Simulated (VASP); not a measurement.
# CaS in VASP: further runs

Runs on CaS. Level: PBE. Tasks: single point.

Everything below comes from runs of VASP 6.6.1. Logs are shortened: lines on timing, memory, paths and dates and some standing lists are left out, and cuts for length are marked.

### 1 The cell of the first run

The structure is cubic, space group Fm-3m (No. 225). Conventional cell: a = 5.686 Å, b = 5.686 Å, c = 5.686 Å, α = 90.00°, β = 90.00°, γ = 90.00°. Within 3.7 Å of Ca (site symmetry m-3m) lie 6 S at 2.84 Å. S (site symmetry m-3m) has 6 Ca at 2.84 Å within 3.7 Å.

### 2 Single point, PBE

File INCAR:

```
PREC = Accurate ; ENCUT = 500
EDIFF = 1E-6 ; ISMEAR = -1
SIGMA = 0.01 ; LREAL = False
LASPH = True ; NELM = 120
ALGO = Normal ; ISIF = 2
LWAVE = False ; LCHARG = True
GGA = PE ; LELF = True
LVHAR = True ; ISYM = 0
NBANDS = 15 ; GGA_COMPAT = False
```

File KPOINTS:

```
Automatic mesh
0
Gamma
  7 7 7
```

File POSCAR:

```
CaS
1.0
    0.0000000000      2.8430000000      2.8430000000
    2.8430000000      0.0000000000      2.8430000000
    2.8430000000      2.8430000000      0.0000000000
Ca S
1 1
Direct
    0.0000000000      0.0000000000      0.0000000000
    0.5000000000      0.5000000000      0.5000000000
```

Potentials or basis: VASP PAW PBE potentials, release 64 (Ca_sv, S).

On the command line:

```bash
$ cat potpaw_PBE.64/Ca_sv/POTCAR potpaw_PBE.64/S/POTCAR > POTCAR
$ mpirun -np 1 vasp_std > vasp.out
```

OUTCAR:

```text
PREC = Accurate
   ENCUT = 500
   EDIFF = 1E-6
   ISMEAR = -1
   LREAL = False
   LASPH = True
   NELM = 120
   ISIF = 2
   GGA = PE
   ISYM = 0

 ion  position               nearest neighbor table
   1  0.000  0.000  0.000-   2 2.84   2 2.84   2 2.84   2 2.84   2 2.84   2 2.84
   2  0.500  0.500  0.500-   1 2.84   1 2.84   1 2.84   1 2.84   1 2.84   1 2.84

IMPORTANT INFORMATION: All symmetrisations will be switched off!
NOSYMM: (Re-)initialisation of all symmetry stuff for point group C_1.

----------------------------------------------------------------------------------------

                                     Primitive cell

  volume of cell :      45.9579

  direct lattice vectors                    reciprocal lattice vectors
     0.000000000  2.843000000  2.843000000    -0.175870559  0.175870559  0.175870559
     2.843000000  0.000000000  2.843000000     0.175870559 -0.175870559  0.175870559
     2.843000000  2.843000000  0.000000000     0.175870559  0.175870559 -0.175870559

  length of vectors
     4.020609158  4.020609158  4.020609158     0.304616744  0.304616744  0.304616744

  position of ions in fractional coordinates (direct lattice)
     0.000000000  0.000000000  0.000000000
     0.500000000  0.500000000  0.500000000

  ion indices of the primitive-cell ions
   primitive index   ion index
                 1           1
                 2           2

----------------------------------------------------------------------------------------

 KPOINTS: Automatic mesh

Automatic generation of k-mesh.
 Grid dimensions read from file:
 generate k-points for:    7    7    7

 Generating k-lattice:

  Cartesian coordinates                     Fractional coordinates (reciprocal lattice)
    -0.025124366  0.025124366  0.025124366     0.142857143  0.000000000  0.000000000
     0.025124366 -0.025124366  0.025124366     0.000000000  0.142857143  0.000000000
     0.025124366  0.025124366 -0.025124366     0.000000000  0.000000000  0.142857143

  Length of vectors
     0.043516678  0.043516678  0.043516678

  Shift w.r.t. Gamma in fractional coordinates (k-lattice)
     0.000000000  0.000000000  0.000000000

 Subroutine IBZKPT returns following result:
 ===========================================

 Found    172 irreducible k-points:

 Following reciprocal coordinates:
            Coordinates               Weight
  0.000000  0.000000  0.000000      1.000000
  0.142857  0.000000  0.000000      2.000000
  0.000000  0.142857  0.000000      2.000000
  0.000000  0.000000  0.142857      2.000000
  0.142857  0.142857  0.142857      2.000000
  0.285714  0.000000  0.000000      2.000000
[... 16 lines left out ...]
  0.142857 -0.142857 -0.142857      2.000000
  0.285714  0.285714  0.142857      2.000000
 [... further k-points ...]
   k-points           NKPTS =    172   k-points in BZ     NKDIM =    172   number of bands    NBANDS=     15
   number of dos      NEDOS =    301   number of ions     NIONS =      2
   total plane-waves  NPLWV =  27000
   dimension x,y,z NGX =    30 NGY =   30 NGZ =   30
   dimension x,y,z NGXF=    60 NGYF=   60 NGZF=   60
   ions per type =               1   1
   NGX,Y,Z   is equivalent  to a cutoff of  12.40, 12.40, 12.40 a.u.
   NGXF,Y,Z  is equivalent  to a cutoff of  24.81, 24.81, 24.81 a.u.
 SYSTEM =  unknown system
   PREC   = accura    normal or accurate (medium, high low for compatibility)
   ISTART =      0    job   : 0-new  1-cont  2-samecut
   ICHARG =      2    charge: 1-file 2-atom 10-const
   ISPIN  =      1    spin polarized calculation?
   LNONCOLLINEAR =      F non collinear calculations
   LSORBIT =      F    spin-orbit coupling
   LASPH  =      T    aspherical Exc in radial PAW
   ENCUT  =  500.0 eV  36.75 Ry    6.06 a.u.   7.33  7.33  7.33*2*pi/ulx,y,z
   NELM   =    120;   NELMIN=  2; NELMDL= -5     # of ELM steps
   EDIFF  = 0.1E-05   stopping-criterion for ELM
   LREAL  =      F    real-space projection
   EDIFFG = 0.1E-04   stopping-criterion for IOM
   NSW    =      0    number of steps for IOM
   IBRION =     -1    ionic relax: 0-MD 1-quasi-New 2-CG
   NFREE  =      0    steps in history (QN), initial steepest desc. (CG)
   ISIF   =      2    stress and relaxation
   ISYM   =      0    0-nonsym 1-usesym 2-fastsym
   POTIM  = 0.5000    time-step for ionic-motion
   TEBEG  =    0.0;   TEEND  =   0.0 temperature during run
   PSTRESS=    0.0 pullay stress
   NELECT =      16.0000    total number of electrons
   NUPDOWN=      -1.0000    fix difference up-down
   EMIN   =  10.00;   EMAX   =-10.00  energy-range for DOS
   EFERMI =   0.00;   METHOD = LEGACY
   ISMEAR =    -1;   SIGMA  =   0.01  broadening in eV -4-tet -1-fermi 0-gaus
   EFERMI_NEDOS =   21; number of points for ismear=-14 and -15
   IALGO  =     38    algorithm
   IMIX   =      4    mixing-type and parameters
     AMIX     =   0.40;   BMIX     =  1.00
     AMIX_MAG =   1.60;   BMIX_MAG =  1.00
  volume/ion in A,a.u.               =      22.98       155.07
  Fermi-wavevector in a.u.,A,eV,Ry     =   1.151670  2.176340 18.045996  1.326343
  Thomas-Fermi vector in A             =   2.288326
   LORBIT       =      0    0 simple, 1 ext, 2 COOP (PROOUT), +10 PAW based schemes
   GGA     = PE    functional components
   LHFCALC =     F    Hartree Fock is set to
   AEXX    =    0.0000 exact exchange contribution
   IVDW    =     0    specifies the selected vdW correction
   LEPSILON=     F    determine dielectric tensor
   LRPA    =     F    only Hartree local field effects (RPA)
 non-spin polarized calculation
  energy-cutoff  :      500.00
  volume of cell :       45.96
 maximum number of plane-waves:      1211
 NGX is ok and might be reduce to    30
   NGX = 15   NGY = 15   NGZ = 15

 number of electron      16.0000004 magnetization

 Free energy of the ion-electron system (eV)
  ---------------------------------------------------
  ext. energy  EPLUGINS =         0.00000000
  ---------------------------------------------------
  free energy    TOTEN  =       -10.36241800 eV

  energy without entropy =      -10.36241800  energy(sigma->0) =      -10.36241800

 E-fermi :   3.0830     XC(G=0):  -9.3358

 val. band max:        2.7617718751   @ k =   0.0000   0.0000   0.0000
 cond. band min:       5.1746856479   @ k =   0.0000   0.4286   0.4286
 fundamental gap:      2.4129137728
 Fermi energy:         3.0830221766

 k-point     1 :       0.0000    0.0000    0.0000
  band No.  band energies     occupation
      1     -36.4193      2.00000
      2     -17.3999      2.00000
      3     -17.3999      2.00000
      4     -17.3999      2.00000
      5      -8.5798      2.00000
      6       2.7618      2.00000
      7       2.7618      2.00000
      8       2.7618      2.00000
      9       6.9259      0.00000
     10       6.9259      0.00000
     11       6.9259      0.00000
     12       6.9389      0.00000
     13       7.5238      0.00000
     14       7.5238      0.00000
     15      13.6384      0.00000

 k-point     2 :       0.1429    0.0000    0.0000
  band No.  band energies     occupation
      1     -36.4171      2.00000
      2     -17.4329      2.00000
      3     -17.4024      2.00000
      4     -17.4024      2.00000
      5      -8.4391      2.00000
      6       1.9378      2.00000
      7       2.4751      2.00000
      8       2.4751      2.00000
      9       6.9287      0.00000
     10       7.2206      0.00000
     11       7.2206      0.00000
     12       7.9002      0.00000
     13       8.0536      0.00000
     14       8.0536      0.00000
     15      13.7445      0.00000

 k-point     3 :       0.0000    0.1429    0.0000
  band No.  band energies     occupation
      1     -36.4171      2.00000
      2     -17.4329      2.00000
      3     -17.4024      2.00000
      4     -17.4024      2.00000
      5      -8.4391      2.00000
      6       1.9378      2.00000
      7       2.4751      2.00000
      8       2.4751      2.00000
      9       6.9287      0.00000
     10       7.2206      0.00000
     11       7.2206      0.00000
     12       7.9002      0.00000
     13       8.0536      0.00000
     14       8.0536      0.00000
     15      13.7445      0.00000

 k-point     4 :       0.0000    0.0000    0.1429
  band No.  band energies     occupation
      1     -36.4171      2.00000
      2     -17.4329      2.00000
      3     -17.4024      2.00000
      4     -17.4024      2.00000
      5      -8.4391      2.00000
      6       1.9378      2.00000
      7       2.4751      2.00000
      8       2.4751      2.00000
      9       6.9287      0.00000
     10       7.2206      0.00000
     11       7.2206      0.00000
     12       7.9002      0.00000
     13       8.0536      0.00000
     14       8.0536      0.00000
     15      13.7445      0.00000
[... 307 lines left out ...]
 k-point    22 :       0.1429    0.2857    0.0000
  band No.  band energies     occupation
      1     -36.4124      2.00000
      2     -17.4821      2.00000
      3     -17.4174      2.00000
      4     -17.4146      2.00000
      5      -8.1649      2.00000
      6       0.8462      2.00000
      7       2.0256      2.00000
      8       2.1641      2.00000
      9       6.4680      0.00000
     10       8.0066      0.00000
     11       8.0938      0.00000
     12       8.5498      0.00000
     13       8.5672      0.00000
     14      10.4353      0.00000
     15      13.0370      0.00000

 k-point    23 :       0.1429   -0.1429   -0.1429
  band No.  band energies     occupation
      1     -36.4124      2.00000
      2     -17.4821      2.00000
      3     -17.4174      2.00000
      4     -17.4146      2.00000
      5      -8.1649      2.00000
      6       0.8462      2.00000
      7       2.0256      2.00000
      8       2.1641      2.00000
      9       6.4680      0.00000
     10       8.0066      0.00000
     11       8.0938      0.00000
     12       8.5498      0.00000
     13       8.5672      0.00000
     14      10.4353      0.00000
     15      13.0370      0.00000

 k-point    24 :       0.2857    0.2857    0.1429
  band No.  band energies     occupation
      1     -36.4124      2.00000
      2     -17.4821      2.00000
      3     -17.4174      2.00000
      4     -17.4146      2.00000
      5      -8.1649      2.00000
      6       0.8462      2.00000
      7       2.0256      2.00000
      8       2.1641      2.00000
      9       6.4680      0.00000
     10       8.0066      0.00000
     11       8.0938      0.00000
     12       8.5498      0.00000
     13       8.5672      0.00000
     14      10.4353      0.00000
     15      13.0370      0.00000

 [... further k-points ...]

------------------------ aborting loop because EDIFF is reached ----------------------------------------

  FORCE on cell =-STRESS in cart. coord.  units (eV):
  Direction    XX          YY          ZZ          XY          YZ          ZX
  --------------------------------------------------------------------------------------
  -------------------------------------------------------------------------------------
  Total        0.2729079      0.2729067      0.2729072     -0.0000028      0.0000016      0.0000040
  in kB        9.5140648      9.5140232      9.5140420     -0.0000964      0.0000544      0.0001387
  external PRESSURE =       9.5140433 kB  Pullay stress =       0.0000000 kB

 VOLUME and BASIS-vectors are now :
 -----------------------------------------------------------------------------
  energy-cutoff  :      500.00
  volume of cell :       45.96
      direct lattice vectors                 reciprocal lattice vectors
     0.000000000  2.843000000  2.843000000    -0.175870559  0.175870559  0.175870559
     2.843000000  0.000000000  2.843000000     0.175870559 -0.175870559  0.175870559
     2.843000000  2.843000000  0.000000000     0.175870559  0.175870559 -0.175870559

 POSITION                                       TOTAL-FORCE (eV/Angst)
 -----------------------------------------------------------------------------------
      0.00000      0.00000      0.00000         0.000000     -0.000000     -0.000000
      2.84300      2.84300      2.84300        -0.000000      0.000000      0.000000
 -----------------------------------------------------------------------------------
    total drift:                                0.000000      0.000002      0.000001

  FREE ENERGIE OF THE ION-ELECTRON SYSTEM (eV)
  ---------------------------------------------------
  free  energy   TOTEN  =       -10.3624180034 eV

  energy  without entropy=      -10.3624180034  energy(sigma->0) =      -10.36241800
```

It took 2 min on 1 thread of Intel Xeon Platinum 8259CL at 2.50GHz (Skylake/Cascade Lake), shared host; peak memory 0.25 GiB.

What came out:

* Free energy: -10.3624 eV
* Pressure: 1.0 GPa
* Band gap on the k mesh: 2.41 eV (least direct gap 3.20 eV)

Caveat: an odd mesh through Γ misses points on the zone boundary, where band edges can lie. PBE gaps usually lie below the measured ones, often by a third to a half.

### 3 Single point, PBE

File INCAR:

```
SYSTEM = CaS
PREC     = Accurate       ! precision mode
ENCUT    = 500            ! plane-wave cutoff, eV
EDIFF    = 1E-6           ! SCF threshold, eV
ISMEAR   = -1             ! smearing method
SIGMA    = 0.01           ! smearing width, eV
LREAL    = .FALSE.        ! projectors in reciprocal space
LASPH    = .TRUE.         ! aspherical terms in the spheres
NELM     = 120            ! most SCF steps
ALGO     = Normal         ! electronic algorithm
ISIF     = 2              ! what is computed and relaxed
LWAVE    = .FALSE.        ! write WAVECAR
LCHARG   = .FALSE.        ! write CHGCAR
GGA      = PE             ! functional
ISYM     = 0            
NBANDS   = 15             ! bands
GGA_COMPAT= .FALSE.
```

File KPOINTS:

```
Automatic mesh
0
Gamma
  7 7 7
  0.5 0.5 0.5
```

File POSCAR:

```
CaS
1.0
    0.0284300000      2.8430000000      2.8430000000
    2.8430000000      0.0284300000      2.8430000000
    2.8714300000      2.8714300000      0.0000000000
Ca S
1 1
Direct
    0.0000000000      0.0000000000      0.0000000000
    0.5000000000      0.5000000000      0.5000000000
```

Potentials or basis: VASP PAW PBE potentials, release 64 (Ca_sv, S).

On the command line:

```bash
$ cat potpaw_PBE.64/Ca_sv/POTCAR potpaw_PBE.64/S/POTCAR > POTCAR
$ mpirun -np 1 vasp_std > vasp.out
```

Run time: 3.7 min. Hardware: 1 thread of Intel Xeon Platinum 8259CL at 2.50GHz (Skylake/Cascade Lake), shared host; peak memory 0.34 GiB.

It converged, with:

| Property | Result |
| --- | --- |
| Free energy | -10.3606 eV |
| Pressure | 0.9 GPa |
| Band gap on the k mesh | 2.53 eV (least direct gap 3.26 eV) |

Stress tensor (GPa, compression positive):
```
 0.96 -0.67  0.00
-0.67  0.96  0.00
 0.00  0.00  0.94
```

Levels at points of the mesh, in eV from the valence-band top:
```
           k point  band 5  band 6  band 7  band 8  band 9  band 10  band 11  band 12
(0.50, 0.50, 0.50)  -10.51   -3.09   -1.14   -1.07    5.29     6.05     6.22     6.26
(0.00, 0.00, 0.50)  -10.51   -3.09   -1.14   -1.07    5.29     6.05     6.22     6.26
```

Caveat: a shifted mesh leaves out Γ, where band edges can lie.
